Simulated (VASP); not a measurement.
# Ta2Ru (P6/mmm) in VASP: further runs, part 2 of 2

VASP 6.6.1. The steps go on from the part before.

### 4 Relaxation of cell and atoms, PBE

This run uses another cell than the first one, of 16.82 Å³/atom, 1.217 times its volume.

INCAR

```
PREC = Accurate
ENCUT = 600
EDIFF = 1E-6
ISMEAR = 0
SIGMA = 0.1
LREAL = F
LASPH = T
NELM = 100
ALGO = Fast
ISIF = 3
LWAVE = F
LCHARG = F
GGA = PE
IBRION = 2
NSW = 100
EDIFFG = -0.01
```

KPOINTS

```
regular mesh
0
Gamma
  12 12 16
```

POSCAR

```
Ta2Ru
1.0
    4.5839440575      0.0000000000      0.0000000000
   -2.2919720287      3.9698120033      0.0000000000
    0.0000000000      0.0000000000      2.7726369830
Ta Ru
2 1
Direct
    0.3333333333      0.6666666667      0.5000000000
    0.6666666667      0.3333333333      0.5000000000
    0.0000000000      0.0000000000      0.0000000000
```

Potentials or basis: VASP PAW PBE potentials, release 64 (Ta_pv, Ru_pv).

Started as:

```
cat potpaw_PBE.64/Ta_pv/POTCAR potpaw_PBE.64/Ru_pv/POTCAR > POTCAR
mpirun -np 1 vasp_std > vasp.out
```

OUTCAR:

```text
PREC = Accurate
   ENCUT = 600
   EDIFF = 1E-6
   ISMEAR = 0
   LREAL = F
   LASPH = T
   NELM = 100
   ISIF = 3
   GGA = PE
   IBRION = 2
   NSW = 100
   EDIFFG = -0.01

 ion  position               nearest neighbor table
   1  0.333  0.667  0.500-   2 2.65   2 2.65   2 2.65   3 2.99   3 2.99   3 2.99   3 2.99   3 2.99
                             3 2.99
   2  0.667  0.333  0.500-   1 2.65   1 2.65   1 2.65   3 2.99   3 2.99   3 2.99   3 2.99   3 2.99
                             3 2.99
   3  0.000  0.000  0.000-   1 2.99   2 2.99   1 2.99   2 2.99   1 2.99   1 2.99   2 2.99   2 2.99
                             2 2.99   2 2.99   1 2.99   1 2.99

  LATTYP: Found a hexagonal cell.
 ALAT       =     4.5839440575
 C/A-ratio  =     0.6048583814

  Lattice vectors:

 A1 = (   4.5839440575,   0.0000000000,   0.0000000000)
 A2 = (  -2.2919720287,   3.9698120033,   0.0000000000)
 A3 = (   0.0000000000,   0.0000000000,   2.7726369830)

Analysis of symmetry for initial positions (statically):
=====================================================================
 Subroutine PRICEL returns:
 Original cell was already a primitive cell.

 Routine SETGRP: Setting up the symmetry group for a
 hexagonal supercell.
[... 179 lines left out ...]
  -------------------------------------------------------------------------------------
  Total        0.0262971      0.0262971      0.2059873      0.0000000     -0.0000000      0.0000000
  in kB        0.8350585      0.8350585      6.5410689      0.0000000     -0.0000000      0.0000000
  external PRESSURE =       2.7370620 kB  Pullay stress =       0.0000000 kB
[... 172 lines left out ...]
--------------------------------------- Ionic step        6  -------------------------------------------

 number of electron      36.0000006 magnetization

 Free energy of the ion-electron system (eV)
  ---------------------------------------------------
  ext. energy  EPLUGINS =         0.00000000
  ---------------------------------------------------
  free energy    TOTEN  =       -31.74837934 eV

  energy without entropy =      -31.72578831  energy(sigma->0) =      -31.73708382

 E-fermi :   7.4882     XC(G=0): -12.9168

 val. band max:        7.4880631557   @ k =   0.3333   0.3333   0.1875
 cond. band min:       7.4891339626   @ k =   0.3333   0.1667   0.3125
 fundamental gap:      0.0010708070
 Fermi energy:         7.4882167964

 k-point     1 :       0.0000    0.0000    0.0000
  band No.  band energies     occupation
      1     -34.9190      2.00000
      2     -34.9190      2.00000
      3     -34.6754      2.00000
      4     -27.3147      2.00000
      5     -27.3147      2.00000
      6     -26.2653      2.00000
[... 589 lines left out ...]
     21       8.3165      0.00000
     22      10.3378      0.00000

 [... further k-points ...]

------------------------ aborting loop because EDIFF is reached ----------------------------------------

  FORCE on cell =-STRESS in cart. coord.  units (eV):
  Direction    XX          YY          ZZ          XY          YZ          ZX
  --------------------------------------------------------------------------------------
  -------------------------------------------------------------------------------------
  Total       -0.0069278     -0.0069278     -0.0070411     -0.0000000      0.0000000      0.0000000
  in kB       -0.2196879     -0.2196879     -0.2232793     -0.0000000      0.0000000      0.0000000
  external PRESSURE =      -0.2208850 kB  Pullay stress =       0.0000000 kB
[... 18 lines left out ...]
  FREE ENERGIE OF THE ION-ELECTRON SYSTEM (eV)
  ---------------------------------------------------
  free  energy   TOTEN  =       -31.7483793397 eV

  energy  without entropy=      -31.7257883092  energy(sigma->0) =      -31.73708382

 reached required accuracy - stopping structural energy minimisation
```

It took 7.5 min on 1 thread of Intel Xeon 6975P-C, shared host; peak memory 0.37 GiB.

What came out:

| Quantity | Value |
| --- | --- |
| Free energy | -31.7484 eV |
| Relaxed volume | 16.84 Å³/atom |
| Relaxed cell | a = 4.583 Å, b = 4.583 Å, c = 2.777 Å, α = 90.00°, β = 90.00°, γ = 120.00° |
| Space group after relaxing (to 0.05 Å) | P6/mmm (No. 191) |
| Energy gained by relaxing | 0.1 meV/atom |
| Ionic steps | 6 |
| Pressure after relaxing | 0.0 GPa |
| Band gap on the k mesh | zero (band 18 reaches 8.68 eV, above the bottom of band 19 at 6.95 eV) |

The path:
```
step  energy change (eV)  largest force (eV/Å)  pressure (GPa)  volume (Å³)
   1              0.0000                0.0000            0.27        50.45
   2              0.0002                0.0000           -0.65        50.66
   3             -0.0001                0.0000           -0.08        50.54
   4             -0.0001                0.0000           -0.14        50.54
   5             -0.0001                0.0000            0.08        50.50
   6             -0.0002                0.0000           -0.02        50.52
```

Final structure:
```
CELL_PARAMETERS angstrom
4.58328 0.00000 0.00000
-2.29164 3.96924 0.00000
0.00000 0.00000 2.77727
ATOMIC_POSITIONS crystal
Ta 0.33333 0.66667 0.50000
Ta 0.66667 0.33333 0.50000
Ru 0.00000 0.00000 0.00000
```

Caveat: spin-orbit coupling is left out, which moves the levels of the heavy elements.

### 5 The runs side by side

```csv
task,cell,k mesh,cutoff (eV),gap on the mesh (eV),pressure (GPa),relaxed volume (Å³/atom)
relaxation of cell and atoms,"relaxed from a = 4.058, b = 4.058, c = 2.907 Å, angles 90.0, 90.0, 120.0°, 3 atoms",6 × 6 × 6,600,none,0.0,16.84
single point,"a = 4.581, b = 4.581, c = 2.777 Å, angles 90.0, 90.0, 120.0°, 3 atoms",12 × 12 × 16,520,none,0.2,-
relaxation of cell and atoms,"relaxed from a = 4.584, b = 4.584, c = 2.773 Å, angles 90.0, 90.0, 120.0°, 3 atoms",12 × 12 × 16,600,none,0.0,16.84
```

Alike in all rows: level PBE; potentials or basis VASP PAW PBE potentials, release 64 (Ta_pv, Ru_pv); no spin polarisation; smearing gaussian 0.1 eV.

Caveats: some runs use coarse meshes; spin-orbit coupling is left out, which moves the levels of the heavy elements; the volume moved by over 15 % at a fixed basis, so the end points are rough (some runs).

Total energies depend on the potentials used, so only differences within one code and one set of settings carry meaning.
